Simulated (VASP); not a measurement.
# SnO2 (P4_2/mnm) in VASP: single point with LDA

Aim: the single point of SnO2 with LDA.

Everything below comes from runs of VASP 6.6.1. Logs are shortened: lines on timing, memory, paths and dates and some standing lists are left out, and cuts for length are marked.

### 1 The cell of the first run

Symmetry: P4_2/mnm, No. 136, tetragonal system. The conventional cell has a = 4.768 Å, b = 4.768 Å, c = 3.207 Å, α = 90.00°, β = 90.00°, γ = 90.00°. Sn (site symmetry mmm) has 6 O at 2.06 to 2.07 Å within 2.7 Å. Within 2.7 Å of O (site symmetry m2m) lie 3 Sn at 2.06 to 2.07 Å and 1 O at 2.60 Å.

### 2 Single point, LDA

POSCAR reads:

```
SnO2
1.0
    4.7680678800      0.0000000000      0.0000000000
    0.0000000000      4.7680678800      0.0000000000
    0.0000000000      0.0000000000      3.2067218900
Sn O
2 4
Direct
    0.0000000000      0.0000000000      0.0000000000
    0.5000000000      0.5000000000      0.5000000000
    0.3071000000      0.3071000000      0.0000000000
    0.1929000000      0.8071000000      0.5000000000
    0.6929000000      0.6929000000      0.0000000000
    0.8071000000      0.1929000000      0.5000000000
```

INCAR.step1 reads:

```
SYSTEM = SnO2
  PREC = Accurate
  ENCUT = 520
  EDIFF = 1E-7
  ISMEAR = 1
  SIGMA = 0.0292
  LREAL = .FALSE.
  LASPH = .TRUE.
  NELM = 60
  ALGO = Normal
  ISIF = 2
  LWAVE = .FALSE.
  LCHARG = .TRUE.
  NBANDS = 35
```

KPOINTS.step1 reads:

```
regular mesh
0
G
  6 6 8
  0 0 0
```

INCAR.step2 reads:

```
SYSTEM = SnO2
  PREC = Accurate
  ENCUT = 520
  EDIFF = 1E-7
  ISMEAR = -5
  SIGMA = 0.0292
  LREAL = .FALSE.
  LASPH = .TRUE.
  NELM = 60
  ALGO = Normal
  ISIF = 2
  LWAVE = .FALSE.
  LCHARG = .FALSE.
  LORBIT = 11
  NBANDS = 35
  NEDOS = 2001
  ICHARG = 11
```

KPOINTS.step2 reads:

```
regular mesh
0
G
  9 9 12
  0 0 0
```

Potentials or basis: VASP PAW LDA potentials, release 64 (Sn_d, O).

Launch:

```bash
$ cat potpaw_LDA.64/Sn_d/POTCAR potpaw_LDA.64/O/POTCAR > POTCAR
$ cp INCAR.step1 INCAR
$ cp KPOINTS.step1 KPOINTS
$ mpirun -np 1 vasp_std > vasp.out
$ cp INCAR.step2 INCAR
$ cp KPOINTS.step2 KPOINTS
$ mpirun -np 1 vasp_std > vasp.out
```

OUTCAR:

```text
SYSTEM = SnO2
   PREC = Accurate
   ENCUT = 520
   EDIFF = 1E-7
   ISMEAR = -5
   LREAL = .FALSE.
   LASPH = .TRUE.
   NELM = 60
   ISIF = 2
   LORBIT = 11
   ICHARG = 11

 ion  position               nearest neighbor table
   1  0.000  0.000  0.000-   4 2.06   6 2.06   4 2.06   6 2.06   5 2.07   3 2.07   2 3.73   2 3.73
                             2 3.73   2 3.73   2 3.73   2 3.73   2 3.73   2 3.73
   2  0.500  0.500  0.500-   3 2.06   5 2.06   3 2.06   5 2.06   4 2.07   6 2.07   1 3.73   1 3.73
                             1 3.73   1 3.73   1 3.73   1 3.73   1 3.73   1 3.73
   3  0.307  0.307  0.000-   2 2.06   2 2.06   1 2.07
   4  0.193  0.807  0.500-   1 2.06   1 2.06   2 2.07
   5  0.693  0.693  0.000-   2 2.06   2 2.06   1 2.07
   6  0.807  0.193  0.500-   1 2.06   1 2.06   2 2.07

  LATTYP: Found a simple tetragonal cell.
 ALAT       =     4.7680678800
 C/A-ratio  =     0.6725411573

  Lattice vectors:

 A1 = (   4.7680678800,   0.0000000000,   0.0000000000)
 A2 = (   0.0000000000,   4.7680678800,   0.0000000000)
 A3 = (   0.0000000000,   0.0000000000,   3.2067218900)

Analysis of symmetry for initial positions (statically):
=====================================================================
 Subroutine PRICEL returns:
 Original cell was already a primitive cell.

 Routine SETGRP: Setting up the symmetry group for a
 simple tetragonal supercell.

 Subroutine GETGRP returns: Found 16 space group operations
 (whereof  8 operations were pure point group operations)
 out of a pool of 16 trial point group operations.

The static configuration has the point symmetry D_2h.
 The point group associated with its full space group is D_4h.

Analysis of symmetry for dynamics (positions and initial velocities):
=====================================================================
 Subroutine PRICEL returns:
 Original cell was already a primitive cell.

 Routine SETGRP: Setting up the symmetry group for a
 simple tetragonal supercell.

 Subroutine GETGRP returns: Found 16 space group operations
 (whereof  8 operations were pure point group operations)
 out of a pool of 16 trial point group operations.

The dynamic configuration has the point symmetry D_2h.
 The point group associated with its full space group is D_4h.

 Subroutine INISYM returns: Found 16 space group operations
 (whereof  8 operations are pure point group operations),
 and found     1 'primitive' translations

----------------------------------------------------------------------------------------

                                     Primitive cell

  volume of cell :      72.9031

  direct lattice vectors                    reciprocal lattice vectors
     4.768067880  0.000000000  0.000000000     0.209728558  0.000000000  0.000000000
     0.000000000  4.768067880  0.000000000     0.000000000  0.209728558  0.000000000
     0.000000000  0.000000000  3.206721890     0.000000000  0.000000000  0.311844941

  length of vectors
     4.768067880  4.768067880  3.206721890     0.209728558  0.209728558  0.311844941

  position of ions in fractional coordinates (direct lattice)
     0.000000000  0.000000000  0.000000000
     0.500000000  0.500000000  0.500000000
     0.307100000  0.307100000  0.000000000
     0.192900000  0.807100000  0.500000000
     0.692900000  0.692900000  0.000000000
     0.807100000  0.192900000  0.500000000

  ion indices of the primitive-cell ions
   primitive index   ion index
                 1           1
                 2           2
                 3           3
                 4           4
                 5           5
                 6           6

----------------------------------------------------------------------------------------

 KPOINTS: regular mesh

Automatic generation of k-mesh.
 Grid dimensions read from file:
 generate k-points for:    9    9   12

 Generating k-lattice:

  Cartesian coordinates                     Fractional coordinates (reciprocal lattice)
     0.023303173  0.000000000  0.000000000     0.111111111  0.000000000  0.000000000
     0.000000000  0.023303173  0.000000000     0.000000000  0.111111111  0.000000000
     0.000000000  0.000000000  0.025987078     0.000000000  0.000000000  0.083333333

  Length of vectors
     0.023303173  0.023303173  0.025987078

  Shift w.r.t. Gamma in fractional coordinates (k-lattice)
     0.000000000  0.000000000  0.000000000

 TETIRR: Found   1446 inequivalent tetrahedra from     5832

 Subroutine IBZKPT returns following result:
 ===========================================

 Found    105 irreducible k-points:

 Following reciprocal coordinates:
            Coordinates               Weight
  0.000000  0.000000  0.000000      1.000000
  0.111111  0.000000  0.000000      4.000000
  0.222222  0.000000  0.000000      4.000000
  0.333333  0.000000  0.000000      4.000000
  0.444444  0.000000  0.000000      4.000000
  0.111111  0.111111  0.000000      4.000000
[... 16 lines left out ...]
  0.333333  0.111111  0.083333     16.000000
  0.444444  0.111111  0.083333     16.000000
 [... further k-points ...]
   k-points           NKPTS =    105   k-points in BZ     NKDIM =    105   number of bands    NBANDS=     35
   number of dos      NEDOS =   2001   number of ions     NIONS =      6
   total plane-waves  NPLWV =  31104
   dimension x,y,z NGX =    36 NGY =   36 NGZ =   24
   dimension x,y,z NGXF=    72 NGYF=   72 NGZF=   48
   ions per type =               2   4
   NGX,Y,Z   is equivalent  to a cutoff of  12.55, 12.55, 12.44 a.u.
   NGXF,Y,Z  is equivalent  to a cutoff of  25.10, 25.10, 24.88 a.u.
 SYSTEM =  SnO2
   PREC   = accura    normal or accurate (medium, high low for compatibility)
   ISTART =      0    job   : 0-new  1-cont  2-samecut
   ICHARG =     11    charge: 1-file 2-atom 10-const
   ISPIN  =      1    spin polarized calculation?
   LNONCOLLINEAR =      F non collinear calculations
   LSORBIT =      F    spin-orbit coupling
   LASPH  =      T    aspherical Exc in radial PAW
   ENCUT  =  520.0 eV  38.22 Ry    6.18 a.u.   8.87  8.87  5.96*2*pi/ulx,y,z
   NELM   =     60;   NELMIN=  2; NELMDL=  0     # of ELM steps
   EDIFF  = 0.1E-06   stopping-criterion for ELM
   LREAL  =      F    real-space projection
   EDIFFG = 0.1E-05   stopping-criterion for IOM
   NSW    =      0    number of steps for IOM
   IBRION =     -1    ionic relax: 0-MD 1-quasi-New 2-CG
   NFREE  =      0    steps in history (QN), initial steepest desc. (CG)
   ISIF   =      2    stress and relaxation
   ISYM   =      2    0-nonsym 1-usesym 2-fastsym
   POTIM  = 0.5000    time-step for ionic-motion
   TEBEG  =    0.0;   TEEND  =   0.0 temperature during run
   PSTRESS=    0.0 pullay stress
   NELECT =      52.0000    total number of electrons
   NUPDOWN=      -1.0000    fix difference up-down
   EMIN   =  10.00;   EMAX   =-10.00  energy-range for DOS
   EFERMI =   0.00;   METHOD = LEGACY
   ISMEAR =    -5;   SIGMA  =   0.03  broadening in eV -4-tet -1-fermi 0-gaus
   EFERMI_NEDOS =   21; number of points for ismear=-14 and -15
   IALGO  =     38    algorithm
   IMIX   =      4    mixing-type and parameters
     AMIX     =   0.40;   BMIX     =  1.00
     AMIX_MAG =   1.60;   BMIX_MAG =  1.00
  volume/ion in A,a.u.               =      12.15        82.00
  Fermi-wavevector in a.u.,A,eV,Ry     =   1.462718  2.764136 29.110257  2.139543
  Thomas-Fermi vector in A             =   2.578898
   LORBIT       =     11    0 simple, 1 ext, 2 COOP (PROOUT), +10 PAW based schemes
   GGA     = CA    functional components
   LHFCALC =     F    Hartree Fock is set to
   AEXX    =    0.0000 exact exchange contribution
   IVDW    =     0    specifies the selected vdW correction
   LEPSILON=     F    determine dielectric tensor
   LRPA    =     F    only Hartree local field effects (RPA)
 non-spin polarized calculation
 Fermi weights with tetrahedron method with Bloechl corrections
  energy-cutoff  :      520.00
  volume of cell :       72.90
 maximum number of plane-waves:      1996
 NGX is ok and might be reduce to    36

 number of electron      52.0000008 magnetization

 Free energy of the ion-electron system (eV)
  ---------------------------------------------------
  ext. energy  EPLUGINS =         0.00000000
  ---------------------------------------------------
  free energy    TOTEN  =       -42.26729153 eV

  energy without entropy =      -42.26729153  energy(sigma->0) =      -42.26729153

 E-fermi :   5.6556     XC(G=0): -11.7002

 val. band max:        5.6421273426   @ k =   0.0000   0.0000   0.0000
 cond. band min:       6.5913224074   @ k =   0.0000   0.0000   0.0000
 fundamental gap:      0.9491950648
 Fermi energy:         5.6556390290

 k-point     1 :       0.0000    0.0000    0.0000
  band No.  band energies     occupation
      1     -15.3401      2.00000
      2     -14.6255      2.00000
      3     -14.3612      2.00000
      4     -14.3612      2.00000
      5     -14.3559      2.00000
      6     -14.2571      2.00000
[... 27 lines left out ...]
     34      17.2475      0.00000
     35      17.8112      0.00000

 k-point     2 :       0.1111    0.0000    0.0000
  band No.  band energies     occupation
      1     -15.3223      2.00000
      2     -14.6457      2.00000
      3     -14.3605      2.00000
      4     -14.3604      2.00000
      5     -14.3555      2.00000
      6     -14.2721      2.00000
[... 27 lines left out ...]
     34      17.2567      0.00000
     35      17.8004      0.00000

 k-point     3 :       0.2222    0.0000    0.0000
  band No.  band energies     occupation
      1     -15.2697      2.00000
      2     -14.7100      2.00000
      3     -14.3586      2.00000
      4     -14.3585      2.00000
      5     -14.3544      2.00000
      6     -14.3031      2.00000
[... 27 lines left out ...]
     34      17.3143      0.00000
     35      17.7726      0.00000

 k-point     4 :       0.3333    0.0000    0.0000
  band No.  band energies     occupation
      1     -15.1850      2.00000
      2     -14.8163      2.00000
      3     -14.3564      2.00000
      4     -14.3562      2.00000
      5     -14.3524      2.00000
      6     -14.3280      2.00000
[... 27 lines left out ...]
     34      17.4738      0.00000
     35      17.7437      0.00000

 k-point     5 :       0.4444    0.0000    0.0000
  band No.  band energies     occupation
      1     -15.0736      2.00000
      2     -14.9452      2.00000
      3     -14.3549      2.00000
      4     -14.3548      2.00000
      5     -14.3488      2.00000
      6     -14.3419      2.00000
[... 638 lines left out ...]
 k-point    22 :       0.2222    0.1111    0.0833
  band No.  band energies     occupation
      1     -15.2292      2.00000
      2     -14.7093      2.00000
      3     -14.4360      2.00000
      4     -14.4267      2.00000
      5     -14.3337      2.00000
      6     -14.2793      2.00000
[... 27 lines left out ...]
     34      17.3462      0.00000
     35      17.7563      0.00000

 k-point    23 :       0.3333    0.1111    0.0833
  band No.  band energies     occupation
      1     -15.1548      2.00000
      2     -14.8173      2.00000
      3     -14.4370      2.00000
      4     -14.4296      2.00000
      5     -14.3248      2.00000
      6     -14.2902      2.00000
[... 27 lines left out ...]
     34      17.4775      0.00000
     35      17.7046      0.00000

 k-point    24 :       0.4444    0.1111    0.0833
  band No.  band energies     occupation
      1     -15.0556      2.00000
      2     -14.9390      2.00000
      3     -14.4355      2.00000
      4     -14.4328      2.00000
      5     -14.3138      2.00000
      6     -14.3020      2.00000
[... 27 lines left out ...]
     34      17.6178      0.00000
     35      17.6873      0.00000

 [... further k-points ...]

------------------------ aborting loop because EDIFF is reached ----------------------------------------

  FORCE on cell =-STRESS in cart. coord.  units (eV):
  Direction    XX          YY          ZZ          XY          YZ          ZX
  --------------------------------------------------------------------------------------
  -------------------------------------------------------------------------------------
  Total       -1.6837650     -1.6837650     -1.5488731     -0.0000000      0.0000000      0.0000000
  in kB      -37.0037633    -37.0037633    -34.0392714     -0.0000000      0.0000000      0.0000000
  external PRESSURE =     -36.0155993 kB  Pullay stress =       0.0000000 kB

 VOLUME and BASIS-vectors are now :
 -----------------------------------------------------------------------------
  energy-cutoff  :      520.00
  volume of cell :       72.90
      direct lattice vectors                 reciprocal lattice vectors
     4.768067880  0.000000000  0.000000000     0.209728558  0.000000000  0.000000000
     0.000000000  4.768067880  0.000000000     0.000000000  0.209728558  0.000000000
     0.000000000  0.000000000  3.206721890     0.000000000  0.000000000  0.311844941

 POSITION                                       TOTAL-FORCE (eV/Angst)
 -----------------------------------------------------------------------------------
      0.00000      0.00000      0.00000        -0.000000      0.000000      0.000000
      2.38403      2.38403      1.60336        -0.000000      0.000000      0.000000
      1.46427      1.46427      0.00000        -0.073362     -0.073362     -0.000000
      0.91976      3.84831      1.60336         0.073362     -0.073362      0.000000
      3.30379      3.30379      0.00000         0.073362      0.073362      0.000000
      3.84831      0.91976      1.60336        -0.073362      0.073362      0.000000
 -----------------------------------------------------------------------------------
    total drift:                                0.000000      0.000000      0.000000

  FREE ENERGIE OF THE ION-ELECTRON SYSTEM (eV)
  ---------------------------------------------------
  free  energy   TOTEN  =       -42.2672915288 eV

  energy  without entropy=      -42.2672915288  energy(sigma->0) =      -42.26729153

 total charge

# of ion       s       p       d       tot
------------------------------------------
    1        0.894   1.099  10.368  12.361
    2        0.894   1.099  10.368  12.361
    3        1.549   3.480   0.000   5.029
    4        1.549   3.480   0.000   5.029
    5        1.549   3.480   0.000   5.029
    6        1.549   3.480   0.000   5.029
--------------------------------------------------
tot          7.984  16.118  20.737  44.839
```

It took 1.7 min on 1 thread of Intel Xeon Platinum 8559C (Emerald Rapids), shared host; peak memory 0.29 GiB.

Results:

- Valence electrons inside the program's atomic spheres: Sn 12.36; O 5.03

Caveat: spin-orbit coupling is left out, which moves the levels of the heavy elements.
